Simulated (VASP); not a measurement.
**Ti: single point with PBEsol**

Ti:

```
CELL_PARAMETERS angstrom
-1.68725 1.68725 1.55227
1.68725 -1.68725 1.55227
1.68725 1.68725 -1.55227
ATOMIC_POSITIONS crystal
Ti 0.00000 0.00000 0.00000
```

This cell differs from its parent crystal: ratio of the length along z to the lengths across it x 0.92, volume and fractional coordinates fixed.

```json
{"Program": "VASP 6.6.1", "Task": "single point", "Functional": "PBEsol", "Potentials or basis": "VASP PAW PBE potentials, release 64 (Ti_sv)", "Cutoff": "520 eV", "k mesh": "22 × 22 × 22", "Occupations": "gaussian, width 0.15 eV", "Spin": "no spin polarisation", "Dipole correction": "no", "Further INCAR settings": "ALGO = Fast; EDIFF = 1e-06; NBANDS = 12"}
```

| Quantity | Value |
| --- | --- |
| Pressure | -6.8 GPa |
| Band gap on the k mesh | zero (band 6 reaches 8.69 eV, above the bottom of band 7 at 7.19 eV) |

Stress tensor (GPa, compression positive):
```
-6.02  0.00  0.00
 0.00 -6.02  0.00
 0.00  0.00 -8.31
```

Levels at points of the mesh, in eV from the Fermi level:
```csv
k point,band 4,band 5,band 6,band 7,band 8,band 9
"(0.00, 0.00, 0.00)",-32.33,-5.93,0.57,1.18,1.18,2.27
"(0.50, 0.00, 0.00)",-32.36,-2.43,-0.62,1.30,2.65,3.32
"(0.50, 0.50, 0.00)",-32.31,-2.45,0.09,0.72,2.18,2.81
"(0.50, 0.50, 0.50)",-32.70,-2.16,-1.97,3.78,3.78,3.93
```

Wall time 3.8 min on 1 thread of Intel(R) Xeon(R) Platinum 8488C (Sapphire Rapids), on a shared host, peak memory 0.28 GiB.

Caveat: the PAW data sets were made with another functional, which shifts forces and pressure a little.
